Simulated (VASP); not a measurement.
Write the native input for VASP 6.6.1 that does the following.

```yaml
Task: single point
Functional: r2SCAN
Potentials_or_basis: VASP PAW PBE potentials, release 64 (Y_sv, Zn, Si)
Cutoff: 520 eV
k_mesh: 12 × 12 × 10
Occupations: gaussian, width 0.1 eV
Spin: no spin polarisation
Dipole_correction: no
Further_INCAR_settings: ALGO = Normal; EDIFF = 1e-07; NBANDS = 20
```

Crystal: YZnSi.

```
CELL_PARAMETERS angstrom
4.08076 0.00000 0.00000
-2.04038 3.53404 0.00000
0.00000 0.00000 4.19877
ATOMIC_POSITIONS crystal
Y 0.00000 0.00000 0.00000
Zn 0.33333 0.66667 0.50000
Si 0.66667 0.33333 0.50000
```

This cell differs from its parent crystal: strain along c alone, the other axes held: +3.0 %.

These files were run (other wordings do the same):

POSCAR

```
YZnSi
1.0
    4.0807598503      0.0000000000      0.0000000000
   -2.0403799251      3.5340416971      0.0000000000
    0.0000000000      0.0000000000      4.1987661387
Y Zn Si
1 1 1
Direct
    0.0000000000      0.0000000000      0.0000000000
    0.3333333333      0.6666666667      0.5000000000
    0.6666666667      0.3333333333      0.5000000000
```

INCAR.step1

```
PREC = Accurate
ENCUT = 520
ISMEAR = 0
SIGMA = 0.1
LREAL = False
LASPH = True
NELM = 60
NBANDS = 20
GGA = PE
ALGO = Normal
EDIFF = 1E-4
LWAVE = True
LCHARG = False
```

INCAR.step2

```
PREC = Accurate
ENCUT = 520
EDIFF = 1E-7
ISMEAR = 0
SIGMA = 0.1
LREAL = False
LASPH = True
NELM = 60
ALGO = Normal
ISIF = 2
LWAVE = False
LCHARG = False
METAGGA = R2SCAN
LMIXTAU = True
NBANDS = 20
ISTART = 1
```

KPOINTS

```
Automatic mesh
0
Gamma
  12 12 10
```

Potentials or basis: VASP PAW PBE potentials, release 64 (Y_sv, Zn, Si).

Launch:

```console
$ cat potpaw_PBE.64/Y_sv/POTCAR potpaw_PBE.64/Zn/POTCAR potpaw_PBE.64/Si/POTCAR > POTCAR
$ cp INCAR.step1 INCAR
$ mpirun -np 1 vasp_std > vasp.out
$ cp INCAR.step2 INCAR
$ mpirun -np 1 vasp_std > vasp.out
```

It gave:

```json
{
 "Pressure": "-2.0 GPa"
}
```

Caveat: the cell differs from its parent crystal (strain along c alone, the other axes held: +3.0 %); the PAW data sets were made with another functional, which shifts forces and pressure a little.

Run time: 16 min on 1 thread of AMD EPYC 7R13 (shared host), peak memory 0.28 GiB.
